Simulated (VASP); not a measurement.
# Zn in VASP: single point with PBE

Aim: the single point of Zn with PBE.

All numbers are computed with VASP 6.6.1; they aren't measurements. Logs are shortened: lines on timing, memory, paths and dates and some standing lists are left out, and cuts for length are marked.

### 1 The cell of the first run

The cell holds a slab with vacuum, 6 atoms: a = 2.779 Å, b = 2.779 Å, c = 24.824 Å, α = 90.00°, β = 90.00°, γ = 90.00°.

### 2 Single point, PBE

The input, INCAR:

```
SYSTEM = Zn
PREC = Accurate
ENCUT = 520
EDIFF = 1E-6
ISMEAR = -1
SIGMA = 0.05
LREAL = .False.
LASPH = .True.
NELM = 80
ALGO = Normal
ISIF = 2
LWAVE = .False.
LCHARG = .False.
LDIPOL = .True.
IDIPOL = 3
DIPOL = 0.5 0.5 0.500
GGA = PE
NBANDS = 45
```

The input, KPOINTS:

```
regular mesh
0
Gamma
  10 10 1
  0 0 0
```

The input, POSCAR:

```
Zn
1.0
    2.7786128662      0.0000000000      0.0000000000
    0.0000000000      2.7786128662      0.0000000000
    0.0000000000      0.0000000000     24.8238800000
Zn
6
Direct
    0.5000000000      0.5000000000      0.3021284344
    0.0000000000      0.0000000000      0.3812770606
    0.5000000000      0.5000000000      0.4604256869
    0.0000000000      0.0000000000      0.5395743131
    0.5000000000      0.5000000000      0.6187229394
    0.0000000000      0.0000000000      0.6978715656
```

Potentials or basis: VASP PAW PBE potentials, release 64 (Zn).

On the command line:

```
$ cat potpaw_PBE.64/Zn/POTCAR > POTCAR
$ mpirun -np 1 vasp_std > vasp.out
```

OUTCAR:

```text
SYSTEM = Zn
   PREC = Accurate
   ENCUT = 520
   EDIFF = 1E-6
   ISMEAR = -1
   LREAL = .False.
   LASPH = .True.
   NELM = 80
   ISIF = 2
   GGA = PE

 ion  position               nearest neighbor table
   1  0.500  0.500  0.302-   2 2.78   2 2.78   2 2.78   2 2.78
   2  0.000  0.000  0.381-   1 2.78   1 2.78   1 2.78   1 2.78   3 2.78   3 2.78   3 2.78   3 2.78

   3  0.500  0.500  0.460-   4 2.78   4 2.78   4 2.78   4 2.78   2 2.78   2 2.78   2 2.78   2 2.78

   4  0.000  0.000  0.540-   3 2.78   3 2.78   3 2.78   3 2.78   5 2.78   5 2.78   5 2.78   5 2.78

   5  0.500  0.500  0.619-   6 2.78   6 2.78   6 2.78   6 2.78   4 2.78   4 2.78   4 2.78   4 2.78

   6  0.000  0.000  0.698-   5 2.78   5 2.78   5 2.78   5 2.78

  LATTYP: Found a simple tetragonal cell.
 ALAT       =     2.7786128662
 C/A-ratio  =     8.9339109820

  Lattice vectors:

 A1 = (   2.7786128662,   0.0000000000,   0.0000000000)
 A2 = (   0.0000000000,   2.7786128662,   0.0000000000)
 A3 = (   0.0000000000,   0.0000000000,  24.8238800000)

Analysis of symmetry for initial positions (statically):
=====================================================================
 Subroutine PRICEL returns:
 Original cell was already a primitive cell.

 Routine SETGRP: Setting up the symmetry group for a
 simple tetragonal supercell.

 Subroutine GETGRP returns: Found 16 space group operations
 (whereof  8 operations were pure point group operations)
 out of a pool of 16 trial point group operations.

The static configuration has the point symmetry C_4v.
 The point group associated with its full space group is D_4h.

Analysis of symmetry for dynamics (positions and initial velocities):
=====================================================================
 Subroutine PRICEL returns:
 Original cell was already a primitive cell.

 Routine SETGRP: Setting up the symmetry group for a
 simple tetragonal supercell.

 Subroutine GETGRP returns: Found 16 space group operations
 (whereof  8 operations were pure point group operations)
 out of a pool of 16 trial point group operations.

The dynamic configuration has the point symmetry C_4v.
 The point group associated with its full space group is D_4h.

 Subroutine INISYM returns: Found 16 space group operations
 (whereof  8 operations are pure point group operations),
 and found     1 'primitive' translations

----------------------------------------------------------------------------------------

                                     Primitive cell

  volume of cell :     191.6575

  direct lattice vectors                    reciprocal lattice vectors
     2.778612866  0.000000000  0.000000000     0.359891805  0.000000000  0.000000000
     0.000000000  2.778612866  0.000000000     0.000000000  0.359891805  0.000000000
     0.000000000  0.000000000 24.823880000     0.000000000  0.000000000  0.040283791

  length of vectors
     2.778612866  2.778612866 24.823880000     0.359891805  0.359891805  0.040283791

  position of ions in fractional coordinates (direct lattice)
     0.500000000  0.500000000  0.302128434
     0.000000000  0.000000000  0.381277061
     0.500000000  0.500000000  0.460425687
     0.000000000  0.000000000  0.539574313
     0.500000000  0.500000000  0.618722939
     0.000000000  0.000000000  0.697871566

  ion indices of the primitive-cell ions
   primitive index   ion index
                 1           1
                 2           2
                 3           3
                 4           4
                 5           5
                 6           6

----------------------------------------------------------------------------------------

 KPOINTS: regular mesh

Automatic generation of k-mesh.
 Grid dimensions read from file:
 generate k-points for:   10   10    1

 Generating k-lattice:

  Cartesian coordinates                     Fractional coordinates (reciprocal lattice)
     0.035989181  0.000000000  0.000000000     0.100000000  0.000000000  0.000000000
     0.000000000  0.035989181  0.000000000     0.000000000  0.100000000  0.000000000
     0.000000000  0.000000000  0.040283791     0.000000000  0.000000000  1.000000000

  Length of vectors
     0.035989181  0.035989181  0.040283791

  Shift w.r.t. Gamma in fractional coordinates (k-lattice)
     0.000000000  0.000000000  0.000000000

 Subroutine IBZKPT returns following result:
 ===========================================

 Found     21 irreducible k-points:

 Following reciprocal coordinates:
            Coordinates               Weight
  0.000000  0.000000  0.000000      1.000000
  0.100000  0.000000  0.000000      4.000000
  0.200000  0.000000  0.000000      4.000000
  0.300000  0.000000  0.000000      4.000000
  0.400000  0.000000  0.000000      4.000000
  0.500000  0.000000  0.000000      2.000000
[... 13 lines left out ...]
  0.500000  0.400000  0.000000      4.000000
  0.500000  0.500000  0.000000      1.000000
   k-points           NKPTS =     21   k-points in BZ     NKDIM =     21   number of bands    NBANDS=     45
   number of dos      NEDOS =    301   number of ions     NIONS =      6
   total plane-waves  NPLWV = 110592
   dimension x,y,z NGX =    24 NGY =   24 NGZ =  192
   dimension x,y,z NGXF=    48 NGYF=   48 NGZF=  384
   ions per type =               6
   NGX,Y,Z   is equivalent  to a cutoff of  14.36, 14.36, 12.86 a.u.
   NGXF,Y,Z  is equivalent  to a cutoff of  28.72, 28.72, 25.72 a.u.
 SYSTEM =  Zn
   PREC   = accura    normal or accurate (medium, high low for compatibility)
   ISTART =      0    job   : 0-new  1-cont  2-samecut
   ICHARG =      2    charge: 1-file 2-atom 10-const
   ISPIN  =      1    spin polarized calculation?
   LNONCOLLINEAR =      F non collinear calculations
   LSORBIT =      F    spin-orbit coupling
   LASPH  =      T    aspherical Exc in radial PAW
   ENCUT  =  520.0 eV  38.22 Ry    6.18 a.u.   5.17  5.17 46.16*2*pi/ulx,y,z
   NELM   =     80;   NELMIN=  2; NELMDL= -5     # of ELM steps
   EDIFF  = 0.1E-05   stopping-criterion for ELM
   LREAL  =      F    real-space projection
   EDIFFG = 0.1E-04   stopping-criterion for IOM
   NSW    =      0    number of steps for IOM
   IBRION =     -1    ionic relax: 0-MD 1-quasi-New 2-CG
   NFREE  =      0    steps in history (QN), initial steepest desc. (CG)
   ISIF   =      2    stress and relaxation
   ISYM   =      2    0-nonsym 1-usesym 2-fastsym
   POTIM  = 0.5000    time-step for ionic-motion
   TEBEG  =    0.0;   TEEND  =   0.0 temperature during run
   PSTRESS=    0.0 pullay stress
   NELECT =      72.0000    total number of electrons
   NUPDOWN=      -1.0000    fix difference up-down
   EMIN   =  10.00;   EMAX   =-10.00  energy-range for DOS
   EFERMI =   0.00;   METHOD = LEGACY
   ISMEAR =    -1;   SIGMA  =   0.05  broadening in eV -4-tet -1-fermi 0-gaus
   EFERMI_NEDOS =   21; number of points for ismear=-14 and -15
   IALGO  =     38    algorithm
   IMIX   =      4    mixing-type and parameters
     AMIX     =   0.40;   BMIX     =  1.00
     AMIX_MAG =   1.60;   BMIX_MAG =  1.00
  volume/ion in A,a.u.               =      31.94       215.56
  Fermi-wavevector in a.u.,A,eV,Ry     =   1.181255  2.232249 18.985079  1.395364
  Thomas-Fermi vector in A             =   2.317532
   LORBIT       =      0    0 simple, 1 ext, 2 COOP (PROOUT), +10 PAW based schemes
   GGA     = PE    functional components
   LHFCALC =     F    Hartree Fock is set to
   AEXX    =    0.0000 exact exchange contribution
   IVDW    =     0    specifies the selected vdW correction
   LEPSILON=     F    determine dielectric tensor
   LRPA    =     F    only Hartree local field effects (RPA)
 non-spin polarized calculation
  energy-cutoff  :      520.00
  volume of cell :      191.66
 maximum number of plane-waves:      5205
 NGX is ok and might be reduce to    24
   NGX = 11   NGY = 11   NGZ = 93

 number of electron      72.0000024 magnetization

 dipolmoment           0.000000      0.000000     -0.000000 electrons x Angstroem

 Free energy of the ion-electron system (eV)
  ---------------------------------------------------
  ext. energy  EPLUGINS =         0.00000000
  ---------------------------------------------------
  free energy    TOTEN  =        -5.72686312 eV

  energy without entropy =       -5.70436246  energy(sigma->0) =       -5.71561279

 E-fermi :  -0.8470     XC(G=0):  -6.2207

 val. band max:       -0.8946560136   @ k =   0.4000   0.2000   0.0000
 cond. band min:      -0.8461954788   @ k =   0.3000   0.0000   0.0000
 fundamental gap:      0.0484605348
 Fermi energy:        -0.8469875938

 k-point     1 :       0.0000    0.0000    0.0000
  band No.  band energies     occupation
      1     -10.9279      2.00000
      2     -10.1952      2.00000
      3      -9.2476      2.00000
      4      -9.0882      2.00000
      5      -9.0070      2.00000
      6      -8.8638      2.00000
[... 37 lines left out ...]
     44       7.9107      0.00000
     45       7.9107      0.00000

 k-point     2 :       0.1000    0.0000    0.0000
  band No.  band energies     occupation
      1     -10.7305      2.00000
      2     -10.0134      2.00000
      3      -9.1340      2.00000
      4      -9.0381      2.00000
      5      -8.9618      2.00000
      6      -8.8259      2.00000
[... 37 lines left out ...]
     44       6.4526      0.00000
     45       6.6420      0.00000

 k-point     3 :       0.2000    0.0000    0.0000
  band No.  band energies     occupation
      1     -10.1662      2.00000
      2      -9.5447      2.00000
      3      -8.9950      2.00000
      4      -8.9567      2.00000
      5      -8.8009      2.00000
      6      -8.6826      2.00000
[... 853 lines left out ...]
     44       3.4025      0.00000
     45       3.9731      0.00000

 k-point    21 :       0.5000    0.5000    0.0000
  band No.  band energies     occupation
      1      -9.0559      2.00000
      2      -9.0559      2.00000
      3      -8.9869      2.00000
      4      -8.9869      2.00000
      5      -8.8749      2.00000
      6      -8.8749      2.00000
[... 37 lines left out ...]
     44       2.5619      0.00000
     45       3.9966      0.00000

------------------------ aborting loop because EDIFF is reached ----------------------------------------

 vacuum level on the upper side and lower side of the slab       (xc-potential included)        -0.013        -0.013

  FORCE on cell =-STRESS in cart. coord.  units (eV):
  Direction    XX          YY          ZZ          XY          YZ          ZX
  --------------------------------------------------------------------------------------
  -------------------------------------------------------------------------------------
  Total       -0.8920999     -0.8920999      0.5018079      0.0000000      0.0000000      0.0000000
  in kB       -7.4575869     -7.4575869      4.1949070      0.0000000      0.0000000      0.0000000
  external PRESSURE =      -3.5734223 kB  Pullay stress =       0.0000000 kB

 VOLUME and BASIS-vectors are now :
 -----------------------------------------------------------------------------
  energy-cutoff  :      520.00
  volume of cell :      191.66
      direct lattice vectors                 reciprocal lattice vectors
     2.778612866  0.000000000  0.000000000     0.359891805  0.000000000  0.000000000
     0.000000000  2.778612866  0.000000000     0.000000000  0.359891805  0.000000000
     0.000000000  0.000000000 24.823880000     0.000000000  0.000000000  0.040283791

 POSITION                                       TOTAL-FORCE (eV/Angst)
 -----------------------------------------------------------------------------------
      1.38931      1.38931      7.50000        -0.000000     -0.000000     -0.118292
      0.00000      0.00000      9.46478         0.000000      0.000000      0.123501
      1.38931      1.38931     11.42955        -0.000000      0.000000     -0.009704
      0.00000      0.00000     13.39433        -0.000000      0.000000      0.009704
      1.38931      1.38931     15.35910        -0.000000      0.000000     -0.123501
      0.00000      0.00000     17.32388        -0.000000      0.000000      0.118292
 -----------------------------------------------------------------------------------
    total drift:                                0.000000     -0.000000      0.000000

  FREE ENERGIE OF THE ION-ELECTRON SYSTEM (eV)
  ---------------------------------------------------
  free  energy   TOTEN  =        -5.7268631245 eV

  energy  without entropy=       -5.7043624559  energy(sigma->0) =       -5.71561279

 vacuum level on the upper side and lower side of the slab         3.556         3.556
```

Wall time 4.6 min (1 thread of Intel Xeon 8259CL, shared host); peak memory 0.38 GiB.

What came out:

```yaml
Free_energy: -5.7269 eV
Largest_force: 0.124 eV/Å
Band_gap_on_the_k_mesh: zero (band 36 reaches 0.86 eV, above the bottom of band 37 at -1.66 eV)
```

Forces in eV/Å, atoms in the order of the input:
```
Zn   0.000  0.000 -0.118
Zn   0.000  0.000  0.124
Zn   0.000  0.000 -0.010
Zn   0.000  0.000  0.010
Zn   0.000  0.000 -0.124
Zn   0.000  0.000  0.118
```
